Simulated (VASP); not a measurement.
# Cr (Im-3m) in VASP: a series of runs, part 2 of 2

VASP 6.6.1. Earlier steps stand in the parts before.

### 5 Single point, LDA+U, collinear spin, ferromagnetic start

This run uses another cell than the first one, of 13.61 Å³/atom.

Input file INCAR:

```
ALGO     = Normal         # electronic algorithm
EDIFF    = 1E-7           # SCF threshold, eV
ENCUT    = 520            # plane-wave cutoff, eV
ISIF     = 2              # what is computed and relaxed
ISMEAR   = 1              # smearing method
ISPIN    = 2              # spin polarisation
LASPH    = True           # aspherical terms in the spheres
LCHARG   = False          # write CHGCAR
LDAU     = True           # DFT+U
LDAUJ    = 0            
LDAUL    = 2              # shell
LDAUPRINT= 1            
LDAUTYPE = 2            
LDAUU    = 5.3            # U, eV
LMAXMIX  = 4              # l up to which the mixer works
LORBIT   = 11             # projections on sites
LREAL    = False          # projectors in reciprocal space
LWAVE    = False          # write WAVECAR
MAGMOM   = 3              # initial moments
NBANDS   = 16             # bands
NELM     = 150            # most SCF steps
PREC     = Accurate       # precision mode
SIGMA    = 0.01           # smearing width, eV
```

Input file KPOINTS:

```
k-points
0
Gamma
  12 12 12
```

Input file POSCAR:

```
Cr
1.0
   -1.5039841504      1.5039841504      1.5039841504
    1.5039841504     -1.5039841504      1.5039841504
    1.5039841504      1.5039841504     -1.5039841504
Cr
1
Direct
    0.0000000000      0.0000000000      0.0000000000
```

Potentials or basis: VASP PAW LDA potentials, release 64 (Cr_pv).

Started as:

```bash
cat potpaw_LDA.64/Cr_pv/POTCAR > POTCAR
mpirun -np 1 vasp_std > vasp.out
```

OUTCAR:

```text
EDIFF = 1E-7
   ENCUT = 520
   ISIF = 2
   ISMEAR = 1
   ISPIN = 2
   LASPH = True
   LORBIT = 11
   LREAL = False
   NELM = 150
   PREC = Accurate

 ion  position               nearest neighbor table
   1  0.000  0.000  0.000-

  LATTYP: Found a body centered cubic cell.
 ALAT       =     3.0079683008

  Lattice vectors:

 A1 = (  -1.5039841504,   1.5039841504,   1.5039841504)
 A2 = (   1.5039841504,  -1.5039841504,   1.5039841504)
 A3 = (   1.5039841504,   1.5039841504,  -1.5039841504)

Analysis of symmetry for initial positions (statically):
=====================================================================
 Subroutine PRICEL returns:
 Original cell was already a primitive cell.

 Routine SETGRP: Setting up the symmetry group for a
 body centered cubic supercell.

 Subroutine GETGRP returns: Found 48 space group operations
 (whereof 48 operations were pure point group operations)
 out of a pool of 48 trial point group operations.

The static configuration has the point symmetry O_h .

Analysis of symmetry for dynamics (positions and initial velocities):
=====================================================================
 Subroutine PRICEL returns:
 Original cell was already a primitive cell.

 Routine SETGRP: Setting up the symmetry group for a
 body centered cubic supercell.

 Subroutine GETGRP returns: Found 48 space group operations
 (whereof 48 operations were pure point group operations)
 out of a pool of 48 trial point group operations.

[... 181 lines left out ...]
  o =  0.7968  v =  0.0000  0.5846 -0.0000  0.8113 -0.0000  0.0000  0.0000  0.0000  0.0000  0.0000      0.0000  0.0000  0.0000  0.0000  0.0000  0.0000  0.0000  0.0000  0.0000  0.0000
  o =  0.7968  v =  1.0000  0.0000  0.0000  0.0000  0.0000  0.0000  0.0000  0.0000  0.0000  0.0000      0.0000  0.0000  0.0000  0.0000  0.0000  0.0000  0.0000  0.0000  0.0000  0.0000
  o =  0.7968  v =  0.0000 -0.8113 -0.0000  0.5846  0.0000  0.0000  0.0000  0.0000  0.0000  0.0000      0.0000  0.0000  0.0000  0.0000  0.0000  0.0000  0.0000  0.0000  0.0000  0.0000
  o =  0.8873  v =  0.0000  0.0000  0.2470 -0.0000  0.9690  0.0000  0.0000  0.0000  0.0000  0.0000      0.0000  0.0000  0.0000  0.0000  0.0000  0.0000  0.0000  0.0000  0.0000  0.0000
  o =  0.8873  v =  0.0000  0.0000 -0.9690 -0.0000  0.2470  0.0000  0.0000  0.0000  0.0000  0.0000      0.0000  0.0000  0.0000  0.0000  0.0000  0.0000  0.0000  0.0000  0.0000  0.0000

 number of electron      11.9999988 magnetization       4.3558374

 Free energy of the ion-electron system (eV)
  ---------------------------------------------------
  ext. energy  EPLUGINS =         0.00000000
  ---------------------------------------------------
  free energy    TOTEN  =        -5.14003251 eV

  energy without entropy =       -5.14001986  energy(sigma->0) =       -5.14002829

 E-fermi :   9.3762     XC(G=0): -12.7603

 val. band max:        9.3694805454   @ k =  -0.4167   0.4167   0.4167
 cond. band min:       9.3806370548   @ k =  -0.4167   0.5000   0.1667
 fundamental gap:      0.0111565094
 Fermi energy:         9.3761997304

 spin component 1

 k-point     1 :       0.0000    0.0000    0.0000
  band No.  band energies     occupation
      1     -33.2222      1.00000
      2     -33.2222      1.00000
      3     -33.2222      1.00000
      4       0.7040      1.00000
      5       6.5333      1.00000
      6       6.5333      1.00000
[... 895 lines left out ...]
      5      10.5122      0.00000
      6      11.5988      0.00000
[... 8 lines left out ...]
     15      39.4294      0.00000
     16      39.4991      0.00000

 [... further k-points ...]

------------------------ aborting loop because EDIFF is reached ----------------------------------------

  FORCE on cell =-STRESS in cart. coord.  units (eV):
  Direction    XX          YY          ZZ          XY          YZ          ZX
  --------------------------------------------------------------------------------------
  -------------------------------------------------------------------------------------
  Total        3.8867417      3.8867417      3.8867417      0.0000000      0.0000000      0.0000000
  in kB      457.6215736    457.6215736    457.6215736      0.0000000      0.0000000      0.0000000
  external PRESSURE =     457.6215736 kB  Pullay stress =       0.0000000 kB

 VOLUME and BASIS-vectors are now :
 -----------------------------------------------------------------------------
  energy-cutoff  :      520.00
  volume of cell :       13.61
      direct lattice vectors                 reciprocal lattice vectors
    -1.503984150  1.503984150  1.503984150     0.000000000  0.332450312  0.332450312
     1.503984150 -1.503984150  1.503984150     0.332450312  0.000000000  0.332450312
     1.503984150  1.503984150 -1.503984150     0.332450312  0.332450312  0.000000000

 POSITION                                       TOTAL-FORCE (eV/Angst)
 -----------------------------------------------------------------------------------
      0.00000      0.00000      0.00000         0.000000      0.000000     -0.000000
 -----------------------------------------------------------------------------------
    total drift:                                0.000000     -0.000000      0.000000

  FREE ENERGIE OF THE ION-ELECTRON SYSTEM (eV)
  ---------------------------------------------------
  free  energy   TOTEN  =        -5.1400325126 eV

  energy  without entropy=       -5.1400198551  energy(sigma->0) =       -5.14002829

 total charge

# of ion       s       p       d       tot
------------------------------------------
    1        0.388   6.261   4.302  10.951

 magnetization (x)

# of ion       s       p       d       tot
------------------------------------------
    1       -0.014   0.084   3.981   4.052
```

stdout:

```text
POSCAR found type information on POSCAR Cr
 POSCAR found :  1 types and       1 ions
 scaLAPACK will be used
 LDA part: xc-table for (Slater(with rela. corr.)+CA(PZ))
 , standard interpolation
 POSCAR, INCAR and KPOINTS ok, starting setup
 FFT: planning ... GRIDC
 FFT: planning ... GRID_SOFT
 FFT: planning ... GRID
 WAVECAR not read
 entering main loop
```

Wall time 34 s (1 thread of Intel Xeon Platinum 8259CL at 2.50GHz (Skylake/Cascade Lake), shared host); peak memory 0.14 GiB.

What came out:

```
Free energy                                           : -5.1400 eV
Pressure                                              : 45.8 GPa
Net moment                                            : 4.36 μB per cell
Site moments                                          : Cr +4.05 μB
Valence electrons inside the program's atomic spheres : Cr 10.95
```

Eigenvalues of the final occupation matrices:
| site | spin | trace | eigenvalues |
| --- | --- | --- | --- |
| site 1 d | 1 | 4.17 | 0.80 0.80 0.80 0.89 0.89 |
| site 1 d | 2 | 0.16 | 0.03 0.03 0.03 0.04 0.04 |

Caveat: the cell stands under pressure; an empty level that is flat over the whole mesh can mark a ghost state of the potentials, or a narrow d or f band; the U is typed as a test and isn't derived for this compound.

### 6 Single point, LDA+U, collinear spin, ferromagnetic start

This run uses another cell than the first one, of 13.87 Å³/atom.

Input file INCAR:

```
SYSTEM = Cr
PREC = Accurate
ENCUT = 520
EDIFF = 1E-6
ISMEAR = 1
SIGMA = 0.01
LREAL = .False.
LASPH = .True.
NELM = 150
ALGO = Normal
ISIF = 2
LWAVE = .False.
LCHARG = .True.
ISPIN = 2
MAGMOM = 3
LORBIT = 11
LMAXMIX = 4
LDAU = .True.
LDAUTYPE = 2
LDAUL = 2
LDAUU = 5.3
LDAUJ = 0
LDAUPRINT = 1
GGA = CA
LELF = .True.
LVHAR = .True.
NBANDS = 16
```

Input file KPOINTS:

```
Automatic mesh
0
Gamma
  12 12 12
  0 0 0
```

Input file POSCAR:

```
Cr
1.0
   -1.5135639255      1.5135639255      1.5135639255
    1.5135639255     -1.5135639255      1.5135639255
    1.5135639255      1.5135639255     -1.5135639255
Cr
1
Direct
    0.0000000000      0.0000000000      0.0000000000
```

Potentials or basis: VASP PAW LDA potentials, release 64 (Cr_pv).

Started as:

```bash
cat potpaw_LDA.64/Cr_pv/POTCAR > POTCAR
mpirun -np 1 vasp_std > vasp.out
```

Run time: 31 s. Hardware: 1 thread of Intel Xeon Platinum 8259CL at 2.50GHz (Skylake/Cascade Lake), shared host; peak memory 0.14 GiB.

Results (log left out):

* Free energy: -5.2115 eV
* Pressure: 41.4 GPa
* Net moment: 4.36 μB per cell
* Site moments: Cr +4.05 μB
* Valence electrons inside the program's atomic spheres: Cr 10.93

Levels at points of the mesh, in eV from the Fermi level:
Spin up:
```csv
k point,band 6,band 7,band 8,band 9,band 10,band 11
"(0.00, 0.00, 0.00)",-2.77,-2.77,-1.48,-1.48,5.08,19.37
"(0.50, 0.00, 0.00)",-1.35,-1.24,-0.51,0.39,5.08,6.42
"(0.50, 0.50, 0.50)",0.07,0.07,0.07,5.08,7.72,7.72
```
Spin down:
| k point | band 1 | band 2 | band 3 | band 4 | band 5 | band 6 | band 7 | band 8 |
| --- | --- | --- | --- | --- | --- | --- | --- | --- |
| (0.00, 0.00, 0.00) | -38.98 | -38.98 | -38.98 | -6.78 | 4.29 | 4.29 | 4.29 | 6.16 |
| (0.50, 0.00, 0.00) | -39.61 | -39.18 | -38.98 | -0.89 | 1.23 | 2.59 | 6.13 | 6.62 |
| (0.50, 0.50, 0.50) | -39.42 | -39.42 | -39.42 | 0.16 | 0.16 | 7.52 | 7.52 | 7.52 |

Eigenvalues of the final occupation matrices:
| site | spin | trace | eigenvalues |
| --- | --- | --- | --- |
| site 1 d | 1 | 4.16 | 0.80 0.80 0.80 0.89 0.89 |
| site 1 d | 2 | 0.16 | 0.03 0.03 0.03 0.04 0.04 |

Caveat: the cell stands under pressure; an empty level that is flat over the whole mesh can mark a ghost state of the potentials, or a narrow d or f band; the U is typed as a test and isn't derived for this compound. The state reached can hang on the start; a lower one may exist.

### 7 The runs side by side

```csv
cell,gap on the mesh (eV),pressure (GPa),moment (μB)
"a = 2.571 Å, angles 109.5°, 1 atom",none,47.6,4.09
"a = 2.588 Å, angles 109.5°, 1 atom",none,47.4,4.22
"a = 2.605 Å, angles 109.5°, 1 atom",none,45.8,4.36
"a = 2.622 Å, angles 109.5°, 1 atom",none,41.4,4.36
```

Alike in all rows: task single point; level LDA+U; potentials or basis VASP PAW LDA potentials, release 64 (Cr_pv); spin collinear, ferromagnetic start; Cr d U = 5.3 eV; k mesh 12 × 12 × 12; cutoff (eV) 520; smearing methfessel-paxton 0.01 eV.

Caveats: the cell stands under pressure; an empty level that is flat over the whole mesh can mark a ghost state of the potentials, or a narrow d or f band; the U is typed as a test and isn't derived for this compound.

Absolute energies hang on the potentials; compare differences alone.

The gap in the log of VASP goes by the Fermi energy; the results here count the filled bands.